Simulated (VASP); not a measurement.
Here is a VASP 6.6.1 calculation.

INCAR

```
  PREC = Accurate
  ENCUT = 400
  EDIFF = 1E-6
  ISMEAR = -1
  SIGMA = 0.0776
  LREAL = Auto
  LASPH = T
  NELM = 120
  ALGO = Normal
  ISIF = 2
  LWAVE = F
  LCHARG = F
  GGA = PE
  NBANDS = 126
  ISYM = -1
  GGA_COMPAT = F
```

The input KPOINTS:

```
explicit points
1
Reciprocal
  0.25000000   0.25000000   0.25000000 1
```

POSCAR

```
Sn
1.0
    8.0559810000     -0.0553090000     -0.5100630000
   -0.0553090000      7.8193870000     -0.2139990000
   -0.5100630000     -0.2139990000      7.9971090000
Sn
16
Direct
    0.1010909236      0.2836658337      0.4335940581
    1.0043122882      0.3650111648      0.8703127046
    0.5548323996      0.2888474859      0.4445537195
    0.8046449946      0.6547306251      0.8187562954
    0.9234279263      0.7853058483      0.1790217045
    0.4876398894      0.8505145019      0.8986077741
    0.0551013519      0.9480645694      0.7453921199
    0.5391607047      0.7582873830      0.4655351913
    0.2881108445      0.1962793960      0.0905818936
    0.2343091702      0.9755424544      0.3592613966
    0.5175451425      0.1959601052      0.7932186362
    0.3111559208      0.5079919537      0.7222414866
    0.8917870143      0.1402855513      0.1307116769
    0.8511728384      0.5419045972      0.4747276564
    0.5848980387      0.5472741060      0.1216169443
    0.2337403354      0.5654731122      0.2903385432
```

Potentials or basis: VASP PAW PBE potentials, release 64 (Sn_d).

The run is started by

```bash
$ cat potpaw_PBE.64/Sn_d/POTCAR > POTCAR
$ mpirun -np 1 vasp_std > vasp.out
```

**Question.** Predict the largest force.

**Answer.** 1.766 eV/Å.

**Question.** What does it give for the pressure?

**Answer.** 2.4 GPa.

Stress tensor (GPa, compression positive):
```
1.94 2.23 1.11
2.23 4.09 1.88
1.11 1.88 1.04
```

Caveat: the atoms stand as in a frame of molecular dynamics.
